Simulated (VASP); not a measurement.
# Nb2Te5 (R-3m) in VASP: single point with PBE

Aim: the single point of Nb2Te5 with PBE.

All numbers are computed with VASP 6.6.1; they aren't measurements. Logs are shortened: lines on timing, memory, paths and dates and some standing lists are left out, and cuts for length are marked.

## Step 1: The cell of the first run

Symmetry: R-3m, No. 166, trigonal system. Conventional cell: a = 4.912 Å, b = 4.912 Å, c = 27.046 Å, α = 90.00°, β = 90.00°, γ = 120.00°. Nb (site symmetry 3m) has 10 Te at 2.85 to 3.31 Å within 3.8 Å. Te (site symmetry 3m) has 4 Nb at 2.85 to 3.01 Å and 6 Te at 3.15 to 3.45 Å within 3.8 Å. Te (site symmetry 3m) has 3 Nb at 3.31 Å and 8 Te at 3.34 to 4.30 Å within 4.4 Å. Te (site symmetry -3m) has 8 Te at 3.15 to 3.34 Å and 6 Nb at 3.27 Å within 4.1 Å.

## Step 2: Single point, PBE

The input, INCAR:

```
  PREC = Accurate
  ENCUT = 520
  EDIFF = 1E-6
  ISMEAR = 0
  SIGMA = 0.2
  LREAL = False
  LASPH = True
  NELM = 60
  ALGO = Normal
  ISIF = 2
  LWAVE = False
  LCHARG = True
  GGA = PE
  LELF = True
  LVHAR = True
  NBANDS = 37
```

The input, KPOINTS:

```
regular mesh
0
Gamma
  4 4 4
```

The input, POSCAR:

```
Nb2Te5
1.0
    2.4561510865      1.4180594910      9.0152080038
   -2.4561510865      1.4180594910      9.0152080038
    0.0000000000     -2.8361189819      9.0152080038
Nb Te
2 5
Direct
    0.1062098107      0.1062098107      0.1062098107
    0.8937901893      0.8937901893      0.8937901893
    0.2174251481      0.2174251481      0.2174251481
    0.7825748519      0.7825748519      0.7825748519
    0.3764900925      0.3764900925      0.3764900925
    0.6235099075      0.6235099075      0.6235099075
    0.5000000000      0.5000000000      0.5000000000
```

Potentials or basis: VASP PAW PBE potentials, release 64 (Nb_sv, Te).

Run with:

```sh
$ cat potpaw_PBE.64/Nb_sv/POTCAR potpaw_PBE.64/Te/POTCAR > POTCAR
$ mpirun -np 1 vasp_std > vasp.out
```

OUTCAR:

```text
PREC = Accurate
   ENCUT = 520
   EDIFF = 1E-6
   ISMEAR = 0
   LREAL = False
   LASPH = True
   NELM = 60
   ISIF = 2
   GGA = PE

 ion  position               nearest neighbor table
   1  0.106  0.106  0.106-   4 2.85   4 2.85   4 2.85   3 3.01   7 3.27   7 3.27   7 3.27   5 3.31
                             5 3.31   5 3.31
   2  0.894  0.894  0.894-   3 2.85   3 2.85   3 2.85   4 3.01   7 3.27   7 3.27   7 3.27   6 3.31
                             6 3.31   6 3.31
   3  0.217  0.217  0.217-   2 2.85   2 2.85   2 2.85   1 3.01   7 3.15   7 3.15   7 3.15   6 3.45
                             6 3.45   6 3.45
   4  0.783  0.783  0.783-   1 2.85   1 2.85   1 2.85   2 3.01   7 3.15   7 3.15   7 3.15   5 3.45
                             5 3.45   5 3.45
   5  0.376  0.376  0.376-   1 3.31   1 3.31   1 3.31   7 3.34   4 3.45   4 3.45   4 3.45   6 3.67
                             6 3.67   6 3.67
   6  0.624  0.624  0.624-   2 3.31   2 3.31   2 3.31   7 3.34   3 3.45   3 3.45   3 3.45   5 3.67
                             5 3.67   5 3.67
   7  0.500  0.500  0.500-   3 3.15   3 3.15   4 3.15   4 3.15   3 3.15   4 3.15   2 3.27   1 3.27
                             2 3.27   1 3.27   2 3.27   1 3.27   5 3.34   6 3.34

  LATTYP: Found a trigonal (rhomboedric) cell.
 ALAT       =     9.4507960634
 COS(alpha) =     0.8649161690

  Lattice vectors:

 A1 = (   2.4561510865,   1.4180594910,   9.0152080038)
 A2 = (  -2.4561510865,   1.4180594910,   9.0152080038)
 A3 = (   0.0000000000,  -2.8361189819,   9.0152080038)

Analysis of symmetry for initial positions (statically):
=====================================================================
 Subroutine PRICEL returns:
 Original cell was already a primitive cell.

 Routine SETGRP: Setting up the symmetry group for a
 trigonal (rhombohedral) supercell.

 Subroutine GETGRP returns: Found 12 space group operations
 (whereof 12 operations were pure point group operations)
 out of a pool of 12 trial point group operations.

The static configuration has the point symmetry D_3d.

Analysis of symmetry for dynamics (positions and initial velocities):
=====================================================================
 Subroutine PRICEL returns:
 Original cell was already a primitive cell.

 Routine SETGRP: Setting up the symmetry group for a
 trigonal (rhombohedral) supercell.

 Subroutine GETGRP returns: Found 12 space group operations
 (whereof 12 operations were pure point group operations)
 out of a pool of 12 trial point group operations.

The dynamic configuration has the point symmetry D_3d.

 Subroutine INISYM returns: Found 12 space group operations
 (whereof 12 operations are pure point group operations),
[... 101 lines left out ...]
   ISYM   =      2    0-nonsym 1-usesym 2-fastsym
   POTIM  = 0.5000    time-step for ionic-motion
   TEBEG  =    0.0;   TEEND  =   0.0 temperature during run
   PSTRESS=    0.0 pullay stress
   NELECT =      56.0000    total number of electrons
   NUPDOWN=      -1.0000    fix difference up-down
   EMIN   =  10.00;   EMAX   =-10.00  energy-range for DOS
   EFERMI =   0.00;   METHOD = LEGACY
   ISMEAR =     0;   SIGMA  =   0.20  broadening in eV -4-tet -1-fermi 0-gaus
   EFERMI_NEDOS =   21; number of points for ismear=-14 and -15
   IALGO  =     38    algorithm
   IMIX   =      4    mixing-type and parameters
     AMIX     =   0.40;   BMIX     =  1.00
     AMIX_MAG =   1.60;   BMIX_MAG =  1.00
  volume/ion in A,a.u.               =      26.91       181.62
  Fermi-wavevector in a.u.,A,eV,Ry     =   1.092560  2.064639 16.241105  1.193688
  Thomas-Fermi vector in A             =   2.228828
   LORBIT       =      0    0 simple, 1 ext, 2 COOP (PROOUT), +10 PAW based schemes
   GGA     = PE    functional components
   LHFCALC =     F    Hartree Fock is set to
   AEXX    =    0.0000 exact exchange contribution
   IVDW    =     0    specifies the selected vdW correction
   LEPSILON=     F    determine dielectric tensor
   LRPA    =     F    only Hartree local field effects (RPA)
 non-spin polarized calculation
 Gauss-broadening in eV      SIGMA  =   0.20
  energy-cutoff  :      520.00
  volume of cell :      188.40
 maximum number of plane-waves:      5090
   NGX = 35   NGY = 35   NGZ = 35

 number of electron      56.0000000 magnetization

 Free energy of the ion-electron system (eV)
  ---------------------------------------------------
  ext. energy  EPLUGINS =         0.00000000
  ---------------------------------------------------
  free energy    TOTEN  =       -34.76211851 eV

  energy without entropy =      -34.65013810  energy(sigma->0) =      -34.70612831

 E-fermi :   8.0975     XC(G=0): -10.1627

 val. band max:        8.0851820078   @ k =   0.5000   0.5000   0.5000
 cond. band min:       8.1062560238   @ k =   0.5000  -0.0000  -0.0000
 fundamental gap:      0.0210740160
 Fermi energy:         8.0974791256

 k-point     1 :       0.0000    0.0000    0.0000
  band No.  band energies     occupation
      1     -47.4194      2.00000
      2     -47.4186      2.00000
      3     -23.5055      2.00000
      4     -23.4912      2.00000
      5     -23.4615      2.00000
      6     -23.4615      2.00000
[... 509 lines left out ...]
     36      10.6689      0.00000
     37      10.8418      0.00000

------------------------ aborting loop because EDIFF is reached ----------------------------------------

  FORCE on cell =-STRESS in cart. coord.  units (eV):
  Direction    XX          YY          ZZ          XY          YZ          ZX
  --------------------------------------------------------------------------------------
  -------------------------------------------------------------------------------------
  Total       -0.4765872     -0.4765872     -0.5216765      0.0000000     -0.0000000      0.0000000
  in kB       -4.0529982     -4.0529982     -4.4364473      0.0000000     -0.0000000      0.0000000
  external PRESSURE =      -4.1808146 kB  Pullay stress =       0.0000000 kB

 VOLUME and BASIS-vectors are now :
 -----------------------------------------------------------------------------
  energy-cutoff  :      520.00
  volume of cell :      188.40
      direct lattice vectors                 reciprocal lattice vectors
     2.456151086  1.418059491  9.015208004     0.203570539  0.117531505  0.036974558
    -2.456151086  1.418059491  9.015208004    -0.203570539  0.117531505  0.036974558
     0.000000000 -2.836118982  9.015208004     0.000000000 -0.235063011  0.036974558

 POSITION                                       TOTAL-FORCE (eV/Angst)
 -----------------------------------------------------------------------------------
      0.00000      0.00000      2.87251         0.000000     -0.000000     -0.027562
      0.00000      0.00000     24.17311         0.000000      0.000000      0.027562
      0.00000      0.00000      5.88040         0.000000      0.000000      0.002428
      0.00000      0.00000     21.16523         0.000000     -0.000000     -0.002428
      0.00000      0.00000     10.18241         0.000000      0.000000      0.039136
      0.00000      0.00000     16.86321         0.000000     -0.000000     -0.039136
      0.00000      0.00000     13.52281         0.000000      0.000000      0.000000
 -----------------------------------------------------------------------------------
    total drift:                                0.000000      0.000000     -0.000000

  FREE ENERGIE OF THE ION-ELECTRON SYSTEM (eV)
  ---------------------------------------------------
  free  energy   TOTEN  =       -34.7621185105 eV

  energy  without entropy=      -34.6501381042  energy(sigma->0) =      -34.70612831
```

It took 7.5 min on 1 thread of Intel Xeon Platinum 8488C (Sapphire Rapids), shared host; peak memory 0.7 GiB.

Results:

```yaml
Free_energy: -34.7621 eV
Pressure: -0.4 GPa
Largest_force: 0.039 eV/Å
Band_gap_on_the_k_mesh: zero (band 28 reaches 8.19 eV, above the bottom of band 29 at 7.39 eV)
```

Forces in eV/Å, atoms in the order of the input:
```
Nb   0.000  0.000 -0.028
Nb   0.000  0.000  0.028
Te   0.000  0.000  0.002
Te   0.000  0.000 -0.002
Te   0.000  0.000  0.039
Te   0.000  0.000 -0.039
Te   0.000  0.000  0.000
```

Caveat: the k points lie up to 0.37 Å⁻¹ apart; spin-orbit coupling is left out, which moves the levels of the heavy elements.
